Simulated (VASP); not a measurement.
Set up this calculation in VASP 6.6.1, as the native input.

```yaml
Task: single point
Functional: PBE
Potentials_or_basis: VASP PAW PBE potentials, release 64 (Na_pv, Ru_pv)
Cutoff: 520 eV
k_mesh: 18 × 18 × 18
Occupations: gaussian, width 0.1 eV
Spin: no spin polarisation
Dipole_correction: no
Further_INCAR_settings: ALGO = Fast; EDIFF = 1e-07; NBANDS = 21
```

The structure of Na2Ru lies in POSCAR:

```
Na2Ru
1.0
    1.4152117008      0.8170728565      8.4213135094
   -1.4152117008      0.8170728565      8.4213135094
    0.0000000000     -1.6341457129      8.4213135095
Na Ru
2 1
Direct
    0.2329279980      0.2329279980      0.2329279980
    0.4337588371      0.4337588371      0.4337588371
    0.0000131648      0.0000131648      0.0000131648
```

One way to write it, as run:

INCAR

```
SYSTEM = Na2Ru
ALGO     = Fast           ! electronic algorithm
EDIFF    = 1E-7           ! SCF threshold, eV
ENCUT    = 520            ! plane-wave cutoff, eV
GGA      = PE             ! functional
ISIF     = 2              ! what is computed and relaxed
ISMEAR   = 0              ! smearing method
LASPH    = .True.         ! aspherical terms in the spheres
LCHARG   = .True.         ! write CHGCAR
LELF     = .True.         ! ELF
LREAL    = .False.        ! projectors in reciprocal space
LVHAR    = .True.       
LWAVE    = .False.        ! write WAVECAR
NBANDS   = 21             ! bands
NELM     = 60             ! most SCF steps
PREC     = Accurate       ! precision mode
SIGMA    = 0.1            ! smearing width, eV
```

KPOINTS

```
k-points
0
Gamma
  18 18 18
  0 0 0
```

Potentials or basis: VASP PAW PBE potentials, release 64 (Na_pv, Ru_pv).

Run with:

```bash
$ cat potpaw_PBE.64/Na_pv/POTCAR potpaw_PBE.64/Ru_pv/POTCAR > POTCAR
$ mpirun -np 1 vasp_std > vasp.out
```

It gave:

```
Pressure               : 0.0 GPa
Largest force          : 0.004 eV/Å
Band gap on the k mesh : zero (bands 14 and 15 overlap by 2.90 eV)
```

It took 57 min on 1 thread of Intel(R) Xeon(R) 6975P-C (Granite Rapids), with other jobs on the host, peak memory 1.1 GiB.
